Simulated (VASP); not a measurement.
# ZnSe (F-43m) in VASP: further runs

ZnSe is run at these levels: LDA; tasks: electric field gradients, density of states.

All numbers are computed with VASP 6.6.1; they aren't measurements. Logs are shortened: lines on timing, memory, paths and dates and some standing lists are left out, and cuts for length are marked.

## 1. The cell of the first run

Symmetry: F-43m, No. 216, cubic system. The conventional cell has a = 5.742 Å, b = 5.742 Å, c = 5.742 Å, α = 90.00°, β = 90.00°, γ = 90.00°. Zn (site symmetry -43m) has 4 Se at 2.49 Å within 3.3 Å. Within 3.3 Å of Se (site symmetry -43m) lie 4 Zn at 2.49 Å.

## 2. Electric field gradients, LDA (volume scaled by 1.04)

Contents of INCAR:

```
PREC = Accurate
ENCUT = 520
EDIFF = 1E-8
ISMEAR = -1
SIGMA = 0.03
LREAL = F
LASPH = T
NELM = 60
ALGO = Normal
ISIF = 2
LWAVE = F
LCHARG = F
GGA = CA
LEFG = T
NBANDS = 16
```

Contents of KPOINTS:

```
Automatic mesh
0
Gamma
  8 8 8
```

Contents of POSCAR:

```
ZnSe
1.0
    0.0000000000      2.8710911186      2.8710911186
    2.8710911186      0.0000000000      2.8710911186
    2.8710911186      2.8710911186      0.0000000000
Zn Se
1 1
Direct
    0.0000000000      0.0000000000      0.0000000000
    0.7500000000      0.7500000000      0.7500000000
```

Potentials or basis: VASP PAW LDA potentials, release 64 (Zn, Se).

Command:

```console
$ cat potpaw_LDA.64/Zn/POTCAR potpaw_LDA.64/Se/POTCAR > POTCAR
$ mpirun -np 1 vasp_std > vasp.out
```

OUTCAR:

```text
PREC = Accurate
   ENCUT = 520
   EDIFF = 1E-8
   ISMEAR = -1
   LREAL = F
   LASPH = T
   NELM = 60
   ISIF = 2
   GGA = CA

 ion  position               nearest neighbor table
   1  0.000  0.000  0.000-   2 2.49   2 2.49   2 2.49   2 2.49
   2  0.750  0.750  0.750-   1 2.49   1 2.49   1 2.49   1 2.49

  LATTYP: Found a face centered cubic cell.
 ALAT       =     5.7421822372

  Lattice vectors:

 A1 = (   0.0000000000,   2.8710911186,   2.8710911186)
 A2 = (   2.8710911186,   0.0000000000,   2.8710911186)
 A3 = (   2.8710911186,   2.8710911186,   0.0000000000)

Analysis of symmetry for initial positions (statically):
=====================================================================
 Subroutine PRICEL returns:
 Original cell was already a primitive cell.

 Routine SETGRP: Setting up the symmetry group for a
 face centered cubic supercell.

 Subroutine GETGRP returns: Found 24 space group operations
 (whereof 24 operations were pure point group operations)
 out of a pool of 48 trial point group operations.

The static configuration has the point symmetry T_d .

Analysis of symmetry for dynamics (positions and initial velocities):
=====================================================================
 Subroutine PRICEL returns:
 Original cell was already a primitive cell.

 Routine SETGRP: Setting up the symmetry group for a
 face centered cubic supercell.

 Subroutine GETGRP returns: Found 24 space group operations
 (whereof 24 operations were pure point group operations)
 out of a pool of 48 trial point group operations.

The dynamic configuration has the point symmetry T_d .

 Subroutine INISYM returns: Found 24 space group operations
 (whereof 24 operations are pure point group operations),
 and found     1 'primitive' translations

----------------------------------------------------------------------------------------

                                     Primitive cell

  volume of cell :      47.3338

  direct lattice vectors                    reciprocal lattice vectors
     0.000000000  2.871091119  2.871091119    -0.174149819  0.174149819  0.174149819
     2.871091119  0.000000000  2.871091119     0.174149819 -0.174149819  0.174149819
     2.871091119  2.871091119  0.000000000     0.174149819  0.174149819 -0.174149819

  length of vectors
[... 114 lines left out ...]
  energy-cutoff  :      520.00
  volume of cell :       47.33
 maximum number of plane-waves:      1288
   NGX = 15   NGY = 15   NGZ = 15

 number of electron      18.0000013 magnetization

 Free energy of the ion-electron system (eV)
  ---------------------------------------------------
  ext. energy  EPLUGINS =         0.00000000
  ---------------------------------------------------
  free energy    TOTEN  =        -7.30333644 eV

  energy without entropy =       -7.30333644  energy(sigma->0) =       -7.30333644

 E-fermi :   1.6450     XC(G=0):  -9.5262

 val. band max:        1.1716384998   @ k =   0.0000   0.0000   0.0000
 cond. band min:       2.0845074512   @ k =   0.0000   0.0000   0.0000
 fundamental gap:      0.9128689514
 Fermi energy:         1.6450189676

 k-point     1 :       0.0000    0.0000    0.0000
  band No.  band energies     occupation
      1     -11.8757      2.00000
      2      -5.3702      2.00000
      3      -5.3702      2.00000
      4      -5.3702      2.00000
      5      -5.0447      2.00000
      6      -5.0447      2.00000
[... 433 lines left out ...]
      3      -5.2443      2.00000
      4      -5.0711      2.00000
      5      -5.0378      2.00000
      6      -4.8505      2.00000
[... 8 lines left out ...]
     15      13.6245      0.00000
     16      14.3984      0.00000

 [... further k-points ...]
[... 5 lines left out ...]
  --------------------------------------------------------------------------------------
  -------------------------------------------------------------------------------------
  Total       -1.5154742     -1.5154742     -1.5154742      0.0000000     -0.0000000      0.0000000
  in kB      -51.2965568    -51.2965568    -51.2965568      0.0000000     -0.0000000      0.0000000
  external PRESSURE =     -51.2965568 kB  Pullay stress =       0.0000000 kB

 VOLUME and BASIS-vectors are now :
 -----------------------------------------------------------------------------
  energy-cutoff  :      520.00
  volume of cell :       47.33
      direct lattice vectors                 reciprocal lattice vectors
     0.000000000  2.871091119  2.871091119    -0.174149819  0.174149819  0.174149819
     2.871091119  0.000000000  2.871091119     0.174149819 -0.174149819  0.174149819
     2.871091119  2.871091119  0.000000000     0.174149819  0.174149819 -0.174149819

 POSITION                                       TOTAL-FORCE (eV/Angst)
 -----------------------------------------------------------------------------------
      0.00000      0.00000      0.00000         0.000000      0.000000      0.000000
      4.30664      4.30664      4.30664        -0.000000     -0.000000     -0.000000
 -----------------------------------------------------------------------------------
    total drift:                                0.000001      0.000001      0.000001

  FREE ENERGIE OF THE ION-ELECTRON SYSTEM (eV)
  ---------------------------------------------------
  free  energy   TOTEN  =        -7.3033364411 eV

  energy  without entropy=       -7.3033364394  energy(sigma->0) =       -7.30333644

 Electric field gradients (V/A^2)
---------------------------------------------------------------------
 ion       V_xx      V_yy      V_zz      V_xy      V_xz      V_yz
---------------------------------------------------------------------
   1       0.000    -0.000     0.000    -0.001    -0.001    -0.001
   2      -0.000    -0.000    -0.000    -0.000    -0.000    -0.000
---------------------------------------------------------------------

 Electric field gradients after diagonalization (V/A^2)
 (convention: |V_zz| > |V_xx| > |V_yy|)
----------------------------------------------------------------------
 ion       V_xx      V_yy      V_zz     asymmetry (V_yy - V_xx)/ V_zz
----------------------------------------------------------------------
   1       0.001     0.001    -0.003       0.000
   2       0.000     0.000    -0.001       0.000
----------------------------------------------------------------------

           NMR quadrupolar parameters

 Cq : quadrupolar parameter    Cq=e*Q*V_zz/h
 eta: asymmetry parameters     (V_yy - V_xx)/ V_zz
 Q  : nuclear electric quadrupole moment in mb (millibarn)
----------------------------------------------------------------------
 ion       Cq(MHz)       eta       Q (mb)
----------------------------------------------------------------------
   1      -0.000       0.000       1.000
   2      -0.000       0.000       1.000
----------------------------------------------------------------------
```

OSZICAR:

```text
N       E                     dE             d eps       ncg     rms          rms(c)
DAV:   1     0.856984505350E+02    0.85698E+02   -0.86595E+03   928   0.128E+03
DAV:   2    -0.199289271735E+01   -0.87691E+02   -0.82148E+02  1056   0.250E+02
DAV:   3    -0.756073629296E+01   -0.55678E+01   -0.55485E+01  1080   0.622E+01
DAV:   4    -0.760889110283E+01   -0.48155E-01   -0.48149E-01  1184   0.621E+00
DAV:   5    -0.760913917269E+01   -0.24807E-03   -0.24807E-03  1104   0.392E-01    0.444E+00
DAV:   6    -0.733211241647E+01    0.27703E+00   -0.54957E-01  1392   0.236E+01    0.342E+00
DAV:   7    -0.730815507407E+01    0.23957E-01   -0.13375E-01  1080   0.349E+00    0.143E+00
DAV:   8    -0.730384047381E+01    0.43146E-02   -0.29953E-03  1440   0.650E-01    0.379E-01
DAV:   9    -0.730332355253E+01    0.51692E-03   -0.85693E-04  1032   0.233E-01    0.591E-02
DAV:  10    -0.730333919783E+01   -0.15645E-04   -0.79077E-05  1176   0.905E-02    0.137E-02
DAV:  11    -0.730333632309E+01    0.28747E-05   -0.82373E-06  1352   0.505E-02    0.331E-03
DAV:  12    -0.730333643452E+01   -0.11143E-06   -0.15260E-06  1104   0.821E-03    0.143E-03
DAV:  13    -0.730333644109E+01   -0.65731E-08   -0.57135E-08  1168   0.298E-03
   1 F= -.73033364E+01 E0= -.73033364E+01  d E =-.167996E-08
```

Wall time 22 s (1 thread of Intel Xeon Platinum 8259CL at 2.50GHz (Skylake/Cascade Lake), shared host); peak memory 0.15 GiB.

What came out:

```
Free energy            : -7.3033 eV
Pressure               : -5.1 GPa
Band gap on the k mesh : 0.91 eV, direct
```

Caveat: the cell differs from its parent crystal (volume scaled by 1.04); without QUAD_EFG the Cq values of the log hold for a quadrupole moment of 1 mb, not for the nuclei.

## 3. Electric field gradients, LDA

This run uses another cell than the first one, of 22.76 Å³/atom, 0.962 times its volume.

Contents of INCAR:

```
SYSTEM = ZnSe
PREC     = Accurate       ! precision mode
ENCUT    = 520            ! plane-wave cutoff, eV
EDIFF    = 1E-8           ! SCF threshold, eV
ISMEAR   = -1             ! smearing method
SIGMA    = 0.03           ! smearing width, eV
LREAL    = .False.        ! projectors in reciprocal space
LASPH    = .True.         ! aspherical terms in the spheres
NELM     = 60             ! most SCF steps
ALGO     = Normal         ! electronic algorithm
ISIF     = 2              ! what is computed and relaxed
LWAVE    = .False.        ! write WAVECAR
LCHARG   = .False.        ! write CHGCAR
GGA      = CA             ! functional
LEFG     = .True.       
NBANDS   = 16             ! bands
```

Contents of KPOINTS:

```
regular mesh
0
Gamma
  8 8 8
  0 0 0
```

Contents of POSCAR:

```
ZnSe
1.0
    0.0000000000      2.8338000000      2.8338000000
    2.8338000000      0.0000000000      2.8338000000
    2.8338000000      2.8338000000      0.0000000000
Zn Se
1 1
Direct
    0.0000000000      0.0000000000      0.0000000000
    0.7500000000      0.7500000000      0.7500000000
```

Potentials or basis: VASP PAW LDA potentials, release 64 (Zn, Se).

Command:

```console
$ cat potpaw_LDA.64/Zn/POTCAR potpaw_LDA.64/Se/POTCAR > POTCAR
$ mpirun -np 1 vasp_std > vasp.out
```

OUTCAR:

```text
SYSTEM = ZnSe
   PREC = Accurate
   ENCUT = 520
   EDIFF = 1E-8
   ISMEAR = -1
   LREAL = .False.
   LASPH = .True.
   NELM = 60
   ISIF = 2
   GGA = CA

 ion  position               nearest neighbor table
   1  0.000  0.000  0.000-   2 2.45   2 2.45   2 2.45   2 2.45
   2  0.750  0.750  0.750-   1 2.45   1 2.45   1 2.45   1 2.45

  LATTYP: Found a face centered cubic cell.
 ALAT       =     5.6676000000

  Lattice vectors:

 A1 = (   0.0000000000,   2.8338000000,   2.8338000000)
 A2 = (   2.8338000000,   0.0000000000,   2.8338000000)
 A3 = (   2.8338000000,   2.8338000000,   0.0000000000)

Analysis of symmetry for initial positions (statically):
=====================================================================
 Subroutine PRICEL returns:
 Original cell was already a primitive cell.

 Routine SETGRP: Setting up the symmetry group for a
 face centered cubic supercell.

 Subroutine GETGRP returns: Found 24 space group operations
[... 643 lines left out ...]
  volume of cell :       45.51
      direct lattice vectors                 reciprocal lattice vectors
     0.000000000  2.833800000  2.833800000    -0.176441527  0.176441527  0.176441527
     2.833800000  0.000000000  2.833800000     0.176441527 -0.176441527  0.176441527
     2.833800000  2.833800000  0.000000000     0.176441527  0.176441527 -0.176441527

 POSITION                                       TOTAL-FORCE (eV/Angst)
 -----------------------------------------------------------------------------------
      0.00000      0.00000      0.00000         0.000000      0.000000      0.000000
      4.25070      4.25070      4.25070        -0.000000     -0.000000     -0.000000
 -----------------------------------------------------------------------------------
    total drift:                                0.000001      0.000001      0.000001

  FREE ENERGIE OF THE ION-ELECTRON SYSTEM (eV)
  ---------------------------------------------------
  free  energy   TOTEN  =        -7.3504269254 eV

  energy  without entropy=       -7.3504269252  energy(sigma->0) =       -7.35042693

 Electric field gradients (V/A^2)
---------------------------------------------------------------------
 ion       V_xx      V_yy      V_zz      V_xy      V_xz      V_yz
---------------------------------------------------------------------
   1      -0.000     0.000     0.000     0.002     0.002     0.002
   2       0.000    -0.000    -0.000     0.000     0.000     0.000
---------------------------------------------------------------------

 Electric field gradients after diagonalization (V/A^2)
 (convention: |V_zz| > |V_xx| > |V_yy|)
----------------------------------------------------------------------
 ion       V_xx      V_yy      V_zz     asymmetry (V_yy - V_xx)/ V_zz
----------------------------------------------------------------------
   1      -0.002    -0.002     0.003       0.000
   2      -0.000    -0.000     0.000       0.000
----------------------------------------------------------------------

           NMR quadrupolar parameters

 Cq : quadrupolar parameter    Cq=e*Q*V_zz/h
 eta: asymmetry parameters     (V_yy - V_xx)/ V_zz
 Q  : nuclear electric quadrupole moment in mb (millibarn)
----------------------------------------------------------------------
 ion       Cq(MHz)       eta       Q (mb)
----------------------------------------------------------------------
   1       0.000       0.000       1.000
   2       0.000       0.000       1.000
----------------------------------------------------------------------
```

OSZICAR:

```text
N       E                     dE             d eps       ncg     rms          rms(c)
DAV:   1     0.852002066448E+02    0.85200E+02   -0.87257E+03   936   0.128E+03
DAV:   2    -0.224949125261E+01   -0.87450E+02   -0.81977E+02  1000   0.248E+02
DAV:   3    -0.761297066377E+01   -0.53635E+01   -0.53407E+01  1184   0.614E+01
DAV:   4    -0.765705542504E+01   -0.44085E-01   -0.44080E-01  1080   0.577E+00
DAV:   5    -0.765727794981E+01   -0.22252E-03   -0.22252E-03  1224   0.379E-01    0.478E+00
DAV:   6    -0.738023969259E+01    0.27704E+00   -0.55119E-01  1368   0.245E+01    0.364E+00
DAV:   7    -0.735531931096E+01    0.24920E-01   -0.14220E-01  1104   0.362E+00    0.152E+00
DAV:   8    -0.735094632385E+01    0.43730E-02   -0.31447E-03  1384   0.712E-01    0.398E-01
DAV:   9    -0.735041533929E+01    0.53098E-03   -0.87786E-04  1080   0.239E-01    0.582E-02
DAV:  10    -0.735043202353E+01   -0.16684E-04   -0.94916E-05  1184   0.998E-02    0.158E-02
DAV:  11    -0.735042682346E+01    0.52001E-05   -0.11865E-05  1368   0.556E-02    0.380E-03
DAV:  12    -0.735042690375E+01   -0.80296E-07   -0.19628E-06  1080   0.950E-03    0.117E-03
DAV:  13    -0.735042692363E+01   -0.19877E-07   -0.60497E-08  1128   0.247E-03    0.387E-04
DAV:  14    -0.735042692538E+01   -0.17480E-08   -0.15674E-09   664   0.548E-04
   1 F= -.73504269E+01 E0= -.73504269E+01  d E =-.148159E-09
```

It took 13 s on 1 thread of Intel Xeon 6975P-C, shared host; peak memory 0.16 GiB.

Results:

| Quantity | Value |
| --- | --- |
| Free energy | -7.3504 eV |
| Pressure | -3.1 GPa |
| Band gap on the k mesh | 1.07 eV, direct |

Levels at points of the mesh, in eV from the valence-band top:
```csv
k point,band 7,band 8,band 9,band 10,band 11,band 12
"(0.00, 0.00, 0.00)",0.00,0.00,0.00,1.07,5.70,5.70
"(0.50, 0.00, 0.00)",-5.29,-0.87,-0.87,2.37,6.28,6.28
"(0.50, 0.50, 0.00)",-4.83,-2.20,-2.20,2.81,3.33,10.52
```

Caveat: without QUAD_EFG the Cq values of the log hold for a quadrupole moment of 1 mb, not for the nuclei. LDA gaps usually lie below the measured ones, often by a third to a half.

## 4. Density of states, LDA

This run uses another cell than the first one, of 22.76 Å³/atom, 0.962 times its volume.

POSCAR is that of step 3.

Contents of INCAR.step1:

```
ALGO = Normal
EDIFF = 1E-6
ENCUT = 520
ISIF = 2
ISMEAR = -1
LASPH = T
LCHARG = T
LREAL = F
LWAVE = F
NBANDS = 16
NELM = 80
PREC = Accurate
SIGMA = 0.03
```

Contents of KPOINTS.step1:

```
k-points
0
Gamma
  8 8 8
```

Contents of INCAR.step2:

```
ALGO = Normal
EDIFF = 1E-6
ENCUT = 520
ICHARG = 11
ISIF = 2
ISMEAR = -5
LASPH = T
LCHARG = F
LORBIT = 11
LREAL = F
LWAVE = F
NBANDS = 16
NEDOS = 2001
NELM = 80
PREC = Accurate
SIGMA = 0.03
```

Contents of KPOINTS.step2:

```
k-points
0
Gamma
  12 12 12
```

Command:

```console
$ cat potpaw_LDA.64/Zn/POTCAR potpaw_LDA.64/Se/POTCAR > POTCAR
$ cp INCAR.step1 INCAR
$ cp KPOINTS.step1 KPOINTS
$ mpirun -np 1 vasp_std > vasp.out
$ cp INCAR.step2 INCAR
$ cp KPOINTS.step2 KPOINTS
$ mpirun -np 1 vasp_std > vasp.out
```

Wall time 32 s (1 thread of Intel Xeon 6975P-C, shared host); peak memory 0.18 GiB.

It converged, with:

```
Valence electrons inside the program's atomic spheres : Zn 10.78; Se 3.88
```

Levels at points of the mesh, in eV from the valence-band top:
| k point | band 7 | band 8 | band 9 | band 10 | band 11 | band 12 |
| --- | --- | --- | --- | --- | --- | --- |
| (0.00, 0.00, 0.00) | 0.00 | 0.00 | 0.00 | 1.07 | 5.70 | 5.70 |
| (0.50, 0.00, 0.00) | -5.29 | -0.87 | -0.87 | 2.37 | 6.29 | 6.29 |
| (0.50, 0.50, 0.00) | -4.83 | -2.20 | -2.20 | 2.81 | 3.33 | 10.52 |

## 5. Overview

| task | cell | k mesh for the DOS | occupations for the DOS | gap on the mesh (eV) | pressure (GPa) |
| --- | --- | --- | --- | --- | --- |
| electric field gradients | a = 4.060 Å, angles 60.0°, 2 atoms | - | - | 0.91 | -5.1 |
| electric field gradients | a = 4.008 Å, angles 60.0°, 2 atoms | - | - | 1.07 | -3.1 |
| density of states | a = 4.008 Å, angles 60.0°, 2 atoms | 12 × 12 × 12 | tetrahedron | - | - |

Alike in all rows: level LDA; potentials or basis VASP PAW LDA potentials, release 64 (Zn, Se); no spin polarisation; k mesh 8 × 8 × 8; cutoff (eV) 520; smearing fermi-dirac 0.03 eV.

Absolute energies hang on the potentials; compare differences alone.
